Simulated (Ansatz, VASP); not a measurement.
Cu: VASP beside Ansatz

Contents of INCAR:

```
SYSTEM = Cu
ALGO = Normal ; EDIFF = 1E-6
EDIFFG = -0.01 ; ENCUT = 600
GGA = PE ; IBRION = 2
ISIF = 3 ; ISMEAR = 0
LASPH = .TRUE. ; LCHARG = .FALSE.
LREAL = .FALSE. ; LWAVE = .FALSE.
NELM = 80 ; NSW = 80
PREC = Accurate ; SIGMA = 0.1
```

The input KPOINTS:

```
k-points
0
G
  20 20 20
  0 0 0
```

The input POSCAR:

```
Cu
1.0
   -1.4426179770      1.4426179770      1.4426179770
    1.4426179770     -1.4426179770      1.4426179770
    1.4426179770      1.4426179770     -1.4426179770
Cu
1
Direct
    0.0000000000      0.0000000000      0.0000000000
```

Input for Ansatz:

```yaml
crystal:
  lattice:
    - [-1.442617977, 1.442617977, 1.442617977]
    - [1.442617977, -1.442617977, 1.442617977]
    - [1.442617977, 1.442617977, -1.442617977]
  atoms:
    - { symbol: Cu, position: [0.0, 0.0, 0.0] }
basis:
  ecutwfc: 420
kpoints:
  mp_grid: { grid: [20, 20, 20] }
hamiltonian:
  xc: pbe
scf:
  occupations: { method: gaussian, width: 0.1 }
output:
  forces: true
  stress: true
  eigenvalues: true
relax:
  adjacent_minimum: "off"
  f_tol: 0.01
  max_steps: 60
  cell: { stress_tol: 0.1 }
```

Alike in both runs: task relaxation of cell and atoms; functional PBE; k mesh 20 × 20 × 20; occupations gaussian, width 0.1 eV; no spin polarisation.

|  | VASP | Ansatz |
| --- | --- | --- |
| version | VASP 6.6.1 | Ansatz 0.2.0 |
| potentials or method | VASP PAW PBE potentials, release 64 (Cu), cutoff 600 eV | scalar-relativistic, plane waves, PAW |
| valence electrons in the cell | 11 | 19 |

VASP gave:

```
gap on the k mesh at the Fermi level, each at its own relaxed structure (eV) : none
relaxed volume (Å³/atom)                                                     : 12.06
relaxed cell length with the largest relative difference (Å)                 : 2.502
```

Problem. Estimate Ansatz's values.

Solution. gap on the k mesh at the Fermi level, each at its own relaxed structure (eV): none; relaxed volume (Å³/atom): 12.01; relaxed cell length with the largest relative difference (Å): 2.499.

A gap of «none» marks a metal or a gap that the smearing closes. VASP's potentials hold 11 valence electrons a cell and Ansatz's 19, so a difference there can come from the potentials and not from the codes.
